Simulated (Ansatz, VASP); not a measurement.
## MnIr in VASP and in Ansatz

```
Mn Ir
1.0
     2.60127    0.00000    0.00000
     0.00000    2.60127    0.00000
     0.00000    0.00000    3.58241
Mn Ir
1 1
Direct
  0.50000 0.50000 0.50000
  0.00000 0.00000 0.00000
```

Alike in both runs: functional LDA; k mesh 16 × 16 × 12; occupations gaussian, width 0.1 eV; collinear spin.

Ansatz relaxed the structure, and its values are those at the end. VASP's run is a single point on that final structure, the one shown.

|  | VASP | Ansatz |
| --- | --- | --- |
| version | VASP 6.6.1 | Ansatz 0.2.0 |
| potentials or method | VASP PAW LDA potentials, release 64 (Mn_pv, Ir), cutoff 520 eV | scalar-relativistic, plane waves, PAW |
| valence electrons in the cell | 22 | 32 |

|  | VASP | Ansatz | Ansatz less VASP |
| --- | --- | --- | --- |
| gap on the k mesh at the Fermi level (eV) | none | none | - |
| pressure (GPa) | 0.9 | 0.0 | -0.90 |
| net moment per atom (μB) | 0.33 | 0.41 | +0.081 |
| size of the moment on the site where the two differ most (μB) | 0.69 | 0.86 | +0.167 |

LDA's correlation is that of Perdew and Zunger in VASP and of Perdew and Wang (1992) in Ansatz. Site moments also hang on the region over which each program counts them. A gap of «none» marks a metal or a gap that the smearing closes. VASP's potentials hold 22 valence electrons a cell and Ansatz's 32, so a difference there can come from the potentials and not from the codes. Ansatz's warnings: seeded moment not kept.

Spin-orbit coupling is off throughout.
